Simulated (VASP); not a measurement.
## Be18H: single point with PBEsol

Be18H, a slab with vacuum:

```
CELL_PARAMETERS angstrom
4.58000 0.00000 0.00000
3.43500 5.94960 0.00000
0.00000 0.00000 14.58843
ATOMIC_POSITIONS crystal
Be 0.00000 0.00000 0.06855
Be 0.50000 0.00000 0.06855
Be 0.00000 0.33333 0.06855
Be 0.50000 0.33333 0.06855
Be 0.00000 0.66667 0.06855
Be 0.50000 0.66667 0.06855
Be 0.85225 0.23321 0.19281
Be 0.30239 0.25990 0.19372
Be 0.79044 0.55222 0.18730
Be 0.29257 0.60697 0.19206
Be 0.78353 0.94726 0.17833
Be 0.21794 0.91937 0.19507
Be 0.92799 0.04975 0.31344
Be 0.49067 0.00869 0.30473
Be 0.04427 0.36107 0.31880
Be 0.49100 0.39182 0.31372
Be 0.96190 0.72847 0.32410
Be 0.44115 0.73672 0.31900
H 0.80153 0.93144 0.38282
```

| Property | Result |
| --- | --- |
| Program | VASP 6.6.1 |
| Task | single point |
| Functional | PBEsol |
| Potentials or basis | VASP PAW PBE potentials, release 64 (Be, H) |
| Cutoff | 520 eV |
| k mesh | 3 × 2 × 1 |
| Occupations | fermi-dirac, width 0.15 eV |
| Spin | no spin polarisation |

- Largest force: 3.268 eV/Å
- Band gap on the k mesh: zero (an odd number of electrons rules out a gap without spin polarisation)

Forces in eV/Å, atoms in the order of the input:
```
Be   0.174  0.394 -0.976
Be  -0.951  0.582 -0.592
Be  -0.012  0.129 -0.459
Be   0.130  0.179  0.049
Be  -0.230  0.280  0.065
Be  -0.079  0.520 -0.308
Be  -0.888  0.949  0.074
Be   0.484 -0.164 -0.172
Be   0.696  0.877  0.963
Be  -0.756 -1.190  0.381
Be  -0.794 -0.642  1.526
Be   3.086 -1.073 -0.033
Be   0.816 -0.175  0.715
Be  -0.326  1.394  0.357
Be  -1.453  0.482 -0.019
Be   0.037  0.043 -0.256
Be   0.013 -1.251 -0.634
Be   0.012 -1.728 -0.240
H    0.040  0.392 -0.440
```

Levels at points of the mesh, in eV from the Fermi level:
```
           k point  band 16  band 17  band 18  band 19  band 20  band 21
(0.00, 0.00, 0.00)    -1.58    -0.99    -0.54     0.15     0.94     1.68
(0.00, 0.50, 0.00)    -1.63    -1.62    -1.03    -0.62    -0.31     1.72
```

Wall time 4.1 min on 1 thread of Intel Xeon 8259CL (shared host), peak memory 0.46 GiB.

Caveat: the k points lie up to 0.53 Å⁻¹ apart, too coarse for converged energies and pressures of a metal; the atoms stand as in a frame of molecular dynamics; there is no dipole correction, which matters where the two faces differ; the PAW data sets were made with another functional, which shifts forces and pressure a little.
